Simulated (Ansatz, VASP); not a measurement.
# Two plane-wave programs on Nb

```
CELL_PARAMETERS angstrom
-1.66395 1.66395 1.66395
1.66395 -1.66395 1.66395
1.66395 1.66395 -1.66395
ATOMIC_POSITIONS crystal
Nb 0.00000 0.00000 0.00000
```

Alike in both runs: task single point; functional PBE; k mesh 11 × 11 × 11; occupations gaussian, width 0.022 eV; no spin polarisation.

```csv
,VASP,Ansatz
version,VASP 6.6.1,Ansatz 0.2.0
potentials or method,"VASP PAW PBE potentials, release 64 (Nb_sv)",Ansatz PAW
plane-wave cutoff (eV),500,420
valence electrons in the cell,13,13
```

```tsv
	VASP	Ansatz	Ansatz less VASP
gap on the k mesh at the Fermi level (eV)	none	none	-
pressure (GPa)	-2.1	-1.7	+0.39
```

A gap of «none» marks a metal or a gap that the smearing closes.
